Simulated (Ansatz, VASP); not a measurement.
## WS2 in VASP and in Ansatz

```
W S
1.0
    -3.15421    0.00000    0.00000
    -1.57710   -2.73162    0.00000
    -1.57695   -0.91045   12.13991
W S
2 4
Direct
  0.25001 0.25001 0.25000
  0.41669 0.41669 0.75000
  0.12659 0.12659 0.62029
  0.62657 0.62657 0.12029
  0.04013 0.04013 0.87971
  0.54011 0.54011 0.37971
```

Alike in both runs: task single point; functional PBE; dispersion D3(BJ); k mesh 10 × 10 × 3; occupations gaussian, width 0.05 eV; no spin polarisation.

|  | VASP | Ansatz |
| --- | --- | --- |
| version | VASP 6.6.1 | Ansatz 0.2.0 |
| potentials or method | VASP PAW PBE potentials, release 64 (W_sv, S), cutoff 520 eV | scalar-relativistic, plane waves, PAW |
| valence electrons in the cell | 52 | 52 |

VASP gave:

```
gap on the k mesh at the Fermi level (eV)                     : 0.97
least direct gap on the mesh (eV)                             : 2.18
pressure (GPa)                                                : 0.1
traceless stress, the component that is largest in VASP (GPa) : -0.18
rms of the force components (eV/Å)                            : 0.025
```

Task: Estimate Ansatz's values.

Result: gap on the k mesh at the Fermi level (eV): 0.95; least direct gap on the mesh (eV): 2.17; pressure (GPa): 0.2; traceless stress, the component that is largest in VASP (GPa): -0.19; rms of the force components (eV/Å): 0.026.

Atom by atom the forces differ by 0.001 eV/Å (rms over components).

Spin-orbit coupling is off throughout.
